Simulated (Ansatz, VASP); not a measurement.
One calculation of In, two programs

File INCAR:

```
SYSTEM = In
ALGO = Normal ; EDIFF = 1E-7
ENCUT = 520 ; GGA = PS
ISIF = 2 ; ISMEAR = -1
LASPH = .True. ; LCHARG = .False.
LREAL = .False. ; LWAVE = .False.
NBANDS = 20 ; NELM = 80
PREC = Accurate ; SIGMA = 0.1
```

Contents of KPOINTS:

```
k-points
0
Gamma
  9 9 9
  0 0 0
```

Contents of POSCAR:

```
In
1.0
    0.0000000000      3.2801942926      3.2801942926
    3.2801942926      0.0000000000      3.2801942926
    3.2801942926      3.2801942926      0.0000000000
In
2
Direct
    0.1250000000      0.1250000000      0.1250000000
    0.8750000000      0.8750000000      0.8750000000
```

Input for Ansatz:

```yaml
crystal:
  lattice:
    - [0.0, 3.2801942926, 3.2801942926]
    - [3.2801942926, 0.0, 3.2801942926]
    - [3.2801942926, 3.2801942926, 0.0]
  atoms:
    - { symbol: In, position: [0.125, 0.125, 0.125] }
    - { symbol: In, position: [0.875, 0.875, 0.875] }
hamiltonian:
  xc: pbesol
  pseudopotentials:
    kind: paw
    azcp:
      In: "pseudopotentials/In.paw.azcp"
basis:
  ecutwfc: 420
  fft_grid_basis: typed
kpoints:
  mp_grid: { grid: [9, 9, 9], shift: [0, 0, 0] }
magnetization:
  spin_polarized: false
scf:
  occupations: { method: fermi_dirac, width: 0.1 }
  lower_state_search: "off"
output:
  stress: true
```

Alike in both runs: task single point; functional PBEsol; k mesh 9 × 9 × 9; occupations fermi-dirac, width 0.1 eV; no spin polarisation.

|  | VASP | Ansatz |
| --- | --- | --- |
| version | VASP 6.6.1 | Ansatz 0.2.0 |
| potentials or method | VASP PAW PBE potentials, release 64 (In_d), cutoff 520 eV | plane waves (420 eV) with PAW, scalar-relativistic |
| valence electrons in the cell | 26 | 26 |

```tsv
	VASP	Ansatz	Ansatz less VASP
pressure (GPa)	0.1	0.1	+0.01
```

VASP's potentials were made for PBE, not for PBEsol, and Ansatz warns of the same on its side. With one functional, cell and mesh, what is left measures potentials, basis and numerics.
